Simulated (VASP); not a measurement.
# SbPt (P6_3/mmc) in VASP: notebook, part 2 of 2

VASP 6.6.1.

## Step 4: Single point, PBEsol

This run uses another cell than the first one, of 19.71 Å³/atom.

The input, INCAR:

```
SYSTEM = SbPt
  PREC = Accurate
  ENCUT = 520
  EDIFF = 1E-6
  ISMEAR = -1
  SIGMA = 0.08
  LREAL = .FALSE.
  LASPH = .TRUE.
  NELM = 60
  ALGO = Normal
  ISIF = 2
  LWAVE = .FALSE.
  LCHARG = .FALSE.
  GGA = PS
  NBANDS = 23
```

The input, KPOINTS:

```
regular mesh
0
G
  12 12 8
  0 0 0
```

The input, POSCAR:

```
SbPt
1.0
    4.1007805307      0.0000000000      0.0000000000
   -2.0503902654      3.5513801150      0.0000000000
    0.0000000000      0.0000000000      5.4123783786
Sb Pt
2 2
Direct
    0.3333333333      0.6666666667      0.2500000000
    0.6666666667      0.3333333333      0.7500000000
    0.0000000000      0.0000000000      0.0000000000
    0.0000000000      0.0000000000      0.5000000000
```

Potentials or basis: VASP PAW PBE potentials, release 64 (Sb, Pt).

On the command line:

```sh
$ cat potpaw_PBE.64/Sb/POTCAR potpaw_PBE.64/Pt/POTCAR > POTCAR
$ mpirun -np 1 vasp_std > vasp.out
```

OUTCAR:

```text
SYSTEM = SbPt
   PREC = Accurate
   ENCUT = 520
   EDIFF = 1E-6
   ISMEAR = -1
   LREAL = .FALSE.
   LASPH = .TRUE.
   NELM = 60
   ISIF = 2
   GGA = PS

 ion  position               nearest neighbor table
   1  0.333  0.667  0.250-   3 2.73   4 2.73   3 2.73   4 2.73   3 2.73   4 2.73   2 3.60   2 3.60
                             2 3.60   2 3.60   2 3.60   2 3.60
   2  0.667  0.333  0.750-   3 2.73   4 2.73   3 2.73   4 2.73   3 2.73   4 2.73   1 3.60   1 3.60
                             1 3.60   1 3.60   1 3.60   1 3.60
   3  0.000  0.000  0.000-   4 2.71   4 2.71   1 2.73   2 2.73   2 2.73   1 2.73   2 2.73   1 2.73

   4  0.000  0.000  0.500-   3 2.71   3 2.71   1 2.73   2 2.73   2 2.73   1 2.73   2 2.73   1 2.73

  LATTYP: Found a hexagonal cell.
 ALAT       =     4.1007805307
 C/A-ratio  =     1.3198410249

  Lattice vectors:

 A1 = (   4.1007805307,   0.0000000000,   0.0000000000)
 A2 = (  -2.0503902654,   3.5513801150,   0.0000000000)
 A3 = (   0.0000000000,   0.0000000000,   5.4123783786)

Analysis of symmetry for initial positions (statically):
=====================================================================
 Subroutine PRICEL returns:
 Original cell was already a primitive cell.

 Routine SETGRP: Setting up the symmetry group for a
 hexagonal supercell.

 Subroutine GETGRP returns: Found 24 space group operations
 (whereof 12 operations were pure point group operations)
 out of a pool of 24 trial point group operations.

The static configuration has the point symmetry D_3d.
 The point group associated with its full space group is D_6h.

Analysis of symmetry for dynamics (positions and initial velocities):
=====================================================================
 Subroutine PRICEL returns:
 Original cell was already a primitive cell.

 Routine SETGRP: Setting up the symmetry group for a
 hexagonal supercell.

 Subroutine GETGRP returns: Found 24 space group operations
 (whereof 12 operations were pure point group operations)
[... 119 lines left out ...]
   NUPDOWN=      -1.0000    fix difference up-down
   EMIN   =  10.00;   EMAX   =-10.00  energy-range for DOS
   EFERMI =   0.00;   METHOD = LEGACY
   ISMEAR =    -1;   SIGMA  =   0.08  broadening in eV -4-tet -1-fermi 0-gaus
   EFERMI_NEDOS =   21; number of points for ismear=-14 and -15
   IALGO  =     38    algorithm
   IMIX   =      4    mixing-type and parameters
     AMIX     =   0.40;   BMIX     =  1.00
     AMIX_MAG =   1.60;   BMIX_MAG =  1.00
  volume/ion in A,a.u.               =      19.71       132.98
  Fermi-wavevector in a.u.,A,eV,Ry     =   1.186400  2.241972 19.150826  1.407546
  Thomas-Fermi vector in A             =   2.322574
   LORBIT       =      0    0 simple, 1 ext, 2 COOP (PROOUT), +10 PAW based schemes
   GGA     = PS    functional components
   LHFCALC =     F    Hartree Fock is set to
   AEXX    =    0.0000 exact exchange contribution
   IVDW    =     0    specifies the selected vdW correction
   LEPSILON=     F    determine dielectric tensor
   LRPA    =     F    only Hartree local field effects (RPA)
 non-spin polarized calculation
  energy-cutoff  :      520.00
  volume of cell :       78.82
 maximum number of plane-waves:      2168
   NGX = 15   NGY = 15   NGZ = 21

 number of electron      30.0000002 magnetization

 Free energy of the ion-electron system (eV)
  ---------------------------------------------------
  ext. energy  EPLUGINS =         0.00000000
  ---------------------------------------------------
  free energy    TOTEN  =       -24.69204416 eV

  energy without entropy =      -24.65632035  energy(sigma->0) =      -24.67418226

 E-fermi :  10.5038     XC(G=0): -11.7300

 val. band max:       10.4797856860   @ k =   0.3333  -0.0000   0.3750
 cond. band min:      10.5103323732   @ k =   0.3333  -0.0000   0.2500
 fundamental gap:      0.0305466872
 Fermi energy:        10.5037819620

 k-point     1 :       0.0000    0.0000    0.0000
  band No.  band energies     occupation
      1      -2.7546      2.00000
      2       1.3997      2.00000
      3       3.2077      2.00000
      4       4.2082      2.00000
      5       4.2082      2.00000
      6       4.2564      2.00000
[... 613 lines left out ...]
     22      17.1790      0.00000
     23      18.0977      0.00000

 [... further k-points ...]
[... 5 lines left out ...]
  --------------------------------------------------------------------------------------
  -------------------------------------------------------------------------------------
  Total        3.3413005      3.3413005      3.3215083     -0.0000000      0.0000000      0.0000000
  in kB       67.9163421     67.9163421     67.5140387     -0.0000000      0.0000000      0.0000000
  external PRESSURE =      67.7822410 kB  Pullay stress =       0.0000000 kB

 VOLUME and BASIS-vectors are now :
 -----------------------------------------------------------------------------
  energy-cutoff  :      520.00
  volume of cell :       78.82
      direct lattice vectors                 reciprocal lattice vectors
     4.100780531  0.000000000  0.000000000     0.243856015  0.140790336  0.000000000
    -2.050390265  3.551380115  0.000000000     0.000000000  0.281580672  0.000000000
     0.000000000  0.000000000  5.412378379     0.000000000  0.000000000  0.184761657

 POSITION                                       TOTAL-FORCE (eV/Angst)
 -----------------------------------------------------------------------------------
     -0.00000      2.36759      1.35309        -0.000000      0.000000      0.000000
      2.05039      1.18379      4.05928         0.000000     -0.000000      0.000000
      0.00000      0.00000      0.00000        -0.000000      0.000000      0.000000
      0.00000      0.00000      2.70619        -0.000000      0.000000      0.000000
 -----------------------------------------------------------------------------------
    total drift:                               -0.000000      0.000000      0.000000

  FREE ENERGIE OF THE ION-ELECTRON SYSTEM (eV)
  ---------------------------------------------------
  free  energy   TOTEN  =       -24.6920441589 eV

  energy  without entropy=      -24.6563203527  energy(sigma->0) =      -24.67418226
```

Wall time 2.9 min (1 thread of Oxide Virtual Turin-like, shared host); peak memory 0.26 GiB.

Results:

```yaml
Free_energy: -24.6920 eV
Pressure: 6.8 GPa
Band_gap_on_the_k_mesh: zero (bands 15 and 16 overlap by 4.29 eV)
```

Levels at points of the mesh, in eV from the Fermi level:
```
           k point  band 12  band 13  band 14  band 15  band 16  band 17  band 18  band 19
(0.00, 0.00, 0.00)    -2.26    -0.15    -0.15     0.81     2.28     2.39     3.70     3.70
(0.50, 0.00, 0.00)    -3.12    -2.85    -2.43    -2.24    -0.56     2.00     4.25     4.30
(0.00, 0.00, 0.50)    -3.86    -1.19    -1.19     2.41     2.41     2.41     2.41     5.23
(0.50, 0.00, 0.50)    -3.40    -3.25    -3.25     0.31     0.31     1.82     1.82     4.02
```

Caveat: the cell stands under pressure; the PAW data sets were made with another functional, which shifts forces and pressure a little; spin-orbit coupling is left out, which moves the levels of the heavy elements.

## Step 5: Single point, PBEsol

This run uses another cell than the first one, of 20.06 Å³/atom.

The input, INCAR:

```
SYSTEM = SbPt
PREC = Accurate
ENCUT = 520
EDIFF = 1E-7
ISMEAR = -1
SIGMA = 0.08
LREAL = .False.
LASPH = .True.
NELM = 100
ALGO = Normal
ISIF = 2
LWAVE = .False.
LCHARG = .False.
GGA = PS
NBANDS = 23
```

The input, KPOINTS:

```
regular mesh
0
Gamma
  12 12 8
  0 0 0
```

The input, POSCAR:

```
SbPt
1.0
    4.1286201948      0.0000000000      0.0000000000
   -2.0643100974      3.5754899713      0.0000000000
    0.0000000000      0.0000000000      5.4356250446
Sb Pt
2 2
Direct
    0.3333333333      0.6666666667      0.2500000000
    0.6666666667      0.3333333333      0.7500000000
    0.0000000000      0.0000000000      0.0000000000
    0.0000000000      0.0000000000      0.5000000000
```

On the command line:

```sh
$ cat potpaw_PBE.64/Sb/POTCAR potpaw_PBE.64/Pt/POTCAR > POTCAR
$ mpirun -np 1 vasp_std > vasp.out
```

Wall time 3.9 min (1 thread of Oxide Virtual Turin-like, shared host); peak memory 0.27 GiB.

It converged, with:

```
Free energy            : -24.7389 eV
Pressure               : 3.8 GPa
Band gap on the k mesh : zero (bands 15 and 16 overlap by 4.19 eV)
```

Levels at points of the mesh, in eV from the Fermi level:
| k point | band 11 | band 12 | band 13 | band 14 | band 15 | band 16 | band 17 | band 18 | band 19 | band 20 |
| --- | --- | --- | --- | --- | --- | --- | --- | --- | --- | --- |
| (0.00, 0.00, 0.00) | -2.18 | -2.18 | -0.13 | -0.13 | 0.82 | 2.30 | 2.38 | 3.63 | 3.63 | 3.79 |
| (0.50, 0.00, 0.00) | -3.17 | -3.04 | -2.77 | -2.34 | -2.16 | -0.61 | 1.99 | 4.22 | 4.30 | 4.44 |
| (0.00, 0.00, 0.50) | -3.74 | -3.74 | -1.20 | -1.20 | 2.37 | 2.37 | 2.37 | 2.37 | 5.24 | 5.24 |
| (0.50, 0.00, 0.50) | -3.30 | -3.30 | -3.16 | -3.16 | 0.33 | 0.33 | 1.76 | 1.76 | 4.00 | 4.00 |

Caveat: the cell stands under pressure; the PAW data sets were made with another functional, which shifts forces and pressure a little; spin-orbit coupling is left out, which moves the levels of the heavy elements.

## Step 6: Single point, PBEsol

This run uses another cell than the first one, of 20.32 Å³/atom.

The input, INCAR:

```
SYSTEM = SbPt
PREC = Accurate ; ENCUT = 520
EDIFF = 1E-6 ; ISMEAR = -1
SIGMA = 0.08 ; LREAL = .FALSE.
LASPH = .TRUE. ; NELM = 60
ALGO = Normal ; ISIF = 2
LWAVE = .FALSE. ; LCHARG = .TRUE.
GGA = PS ; LELF = .TRUE.
LVHAR = .TRUE. ; NBANDS = 23
```

The input, KPOINTS:

```
Automatic mesh
0
G
  12 12 8
  0 0 0
```

The input, POSCAR:

```
SbPt
1.0
    4.1488340601      0.0000000000      0.0000000000
   -2.0744170301      3.5929956921      0.0000000000
    0.0000000000      0.0000000000      5.4525018601
Sb Pt
2 2
Direct
    0.3333333333      0.6666666667      0.2500000000
    0.6666666667      0.3333333333      0.7500000000
    0.0000000000      0.0000000000      0.0000000000
    0.0000000000      0.0000000000      0.5000000000
```

Potentials or basis: VASP PAW PBE potentials, release 64 (Sb, Pt).

On the command line:

```sh
$ cat potpaw_PBE.64/Sb/POTCAR potpaw_PBE.64/Pt/POTCAR > POTCAR
$ mpirun -np 1 vasp_std > vasp.out
```

Run time: 4 min. Hardware: 1 thread of Oxide Virtual Turin-like, shared host; peak memory 0.27 GiB.

Results (log left out):

```yaml
Free_energy: -24.7572 eV
Pressure: 1.8 GPa
Band_gap_on_the_k_mesh: zero (bands 15 and 16 overlap by 4.12 eV)
```

Levels at points of the mesh, in eV from the Fermi level:
```
           k point  band 11  band 12  band 13  band 14  band 15  band 16  band 17  band 18  band 19  band 20
(0.00, 0.00, 0.00)    -2.12    -2.12    -0.12    -0.12     0.82     2.32     2.36     3.57     3.57     3.66
(0.50, 0.00, 0.00)    -3.10    -2.99    -2.72    -2.28    -2.11    -0.64     1.97     4.21     4.30     4.38
(0.00, 0.00, 0.50)    -3.66    -3.66    -1.20    -1.20     2.35     2.35     2.35     2.35     5.24     5.24
(0.50, 0.00, 0.50)    -3.23    -3.23    -3.09    -3.09     0.34     0.34     1.72     1.72     3.99     3.99
```

Caveat: the PAW data sets were made with another functional, which shifts forces and pressure a little; spin-orbit coupling is left out, which moves the levels of the heavy elements.

## Step 7: Single point, PBEsol

This run uses another cell than the first one, of 20.46 Å³/atom.

The input, INCAR:

```
  PREC = Accurate
  ENCUT = 520
  EDIFF = 1E-6
  ISMEAR = -1
  SIGMA = 0.08
  LREAL = F
  LASPH = T
  NELM = 60
  ALGO = Normal
  ISIF = 2
  LWAVE = F
  LCHARG = F
  GGA = PS
  NBANDS = 23
```

The input, KPOINTS:

```
Automatic mesh
0
Gamma
  12 12 8
```

The input, POSCAR:

```
SbPt
1.0
    4.1598933679      0.0000000000      0.0000000000
   -2.0799466840      3.6025733337      0.0000000000
    0.0000000000      0.0000000000      5.4615104224
Sb Pt
2 2
Direct
    0.3333333333      0.6666666667      0.2500000000
    0.6666666667      0.3333333333      0.7500000000
    0.0000000000      0.0000000000      0.0000000000
    0.0000000000      0.0000000000      0.5000000000
```

On the command line:

```sh
$ cat potpaw_PBE.64/Sb/POTCAR potpaw_PBE.64/Pt/POTCAR > POTCAR
$ mpirun -np 1 vasp_std > vasp.out
```

Wall time 3 min (1 thread of Oxide Virtual Turin-like, shared host); peak memory 0.28 GiB.

It converged, with:

* Free energy: -24.7619 eV
* Pressure: 0.8 GPa
* Band gap on the k mesh: zero (bands 15 and 16 overlap by 4.09 eV)

Levels at points of the mesh, in eV from the Fermi level:
```csv
k point,band 12,band 13,band 14,band 15,band 16,band 17,band 18,band 19
"(0.00, 0.00, 0.00)",-2.09,-0.11,-0.11,0.82,2.32,2.36,3.54,3.54
"(0.50, 0.00, 0.00)",-2.96,-2.69,-2.25,-2.08,-0.66,1.97,4.20,4.30
"(0.00, 0.00, 0.50)",-3.62,-1.20,-1.20,2.33,2.33,2.33,2.33,5.22
"(0.50, 0.00, 0.50)",-3.20,-3.06,-3.06,0.35,0.35,1.70,1.70,3.98
```

Caveat: the PAW data sets were made with another functional, which shifts forces and pressure a little; spin-orbit coupling is left out, which moves the levels of the heavy elements.

## Step 8: Summary

| cell | gap on the mesh (eV) | pressure (GPa) |
| --- | --- | --- |
| a = 4.037, b = 4.037, c = 5.358 Å, angles 90.0, 90.0, 120.0°, 4 atoms | none | 14.8 |
| a = 4.075, b = 4.075, c = 5.391 Å, angles 90.0, 90.0, 120.0°, 4 atoms | none | 9.8 |
| a = 4.101, b = 4.101, c = 5.412 Å, angles 90.0, 90.0, 120.0°, 4 atoms | none | 6.8 |
| a = 4.129, b = 4.129, c = 5.436 Å, angles 90.0, 90.0, 120.0°, 4 atoms | none | 3.8 |
| a = 4.149, b = 4.149, c = 5.453 Å, angles 90.0, 90.0, 120.0°, 4 atoms | none | 1.8 |
| a = 4.160, b = 4.160, c = 5.462 Å, angles 90.0, 90.0, 120.0°, 4 atoms | none | 0.8 |

Alike in all rows: task single point; level PBEsol; potentials or basis VASP PAW PBE potentials, release 64 (Sb, Pt); no spin polarisation; k mesh 12 × 12 × 8; cutoff (eV) 520; smearing fermi-dirac 0.08 eV.

Caveats: the PAW data sets were made with another functional, which shifts forces and pressure a little; spin-orbit coupling is left out, which moves the levels of the heavy elements; the cell stands under pressure (at least some runs).

Total energies depend on the potentials used, so only differences within one code and one set of settings carry meaning.

The gap in the log of VASP goes by the Fermi energy; the results here count the filled bands.